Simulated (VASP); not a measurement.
Crystal: NaH.

```
CELL_PARAMETERS angstrom
5.26564 0.00000 0.00000
-2.63282 4.56018 0.00000
0.00000 0.00000 2.94981
ATOMIC_POSITIONS crystal
Na 0.00000 0.00000 0.00000
Na 0.33333 0.66667 0.50000
Na 0.66667 0.33333 0.50000
H 0.50000 0.00000 0.00000
H 0.50000 0.50000 0.00000
H 0.00000 0.50000 0.00000
```

The cell was generated, and may not be a known phase.

```yaml
Program: VASP 6.6.1
Task: relaxation of cell and atoms
Functional: PBE
Potentials_or_basis: VASP PAW PBE potentials, release 64 (Na_pv, H)
Cutoff: 600 eV
k_mesh: 6 × 6 × 6
Occupations: gaussian, width 0.1 eV
Spin: no spin polarisation
```

At the start: pressure 9.0 GPa; volume 11.81 Å³/atom.

**Question.** Where does the relaxation end?

**Answer.** Over 6 steps the energy falls by 83.7 meV/atom and the volume is 15.35 Å³/atom (+30.1 %); space group P6/mmm (No. 191, to 0.1 Å) before and after.

The path:
| step | energy change (eV) | largest force (eV/Å) | pressure (GPa) | volume (Å³) |
| --- | --- | --- | --- | --- |
| 1 | 0.0000 | 0.0000 | 8.96 | 70.83 |
| 2 | -0.3058 | 0.0000 | 4.88 | 77.82 |
| 3 | -0.4924 | 0.0000 | 0.87 | 88.80 |
| 4 | -0.5001 | 0.0000 | 0.20 | 91.45 |
| 5 | -0.5003 | 0.0000 | 0.09 | 91.92 |
| 6 | -0.5022 | 0.0000 | 0.06 | 92.12 |

Final structure:
```yaml
crystal:
  lattice:
    - [5.69431, 0.00000, 0.00000]
    - [-2.84715, 4.93141, 0.00000]
    - [0.00000, 0.00000, 3.28044]
  atoms:
    - { symbol: Na, position: [0.00000, 0.00000, 0.00000] }
    - { symbol: Na, position: [0.33333, 0.66667, 0.50000] }
    - { symbol: Na, position: [0.66667, 0.33333, 0.50000] }
    - { symbol: H, position: [0.50000, 0.00000, 0.00000] }
    - { symbol: H, position: [0.50000, 0.50000, 0.00000] }
    - { symbol: H, position: [0.00000, 0.50000, 0.00000] }
```

Caveat: the volume moved by over 15 % at a fixed basis, so the end points are rough.
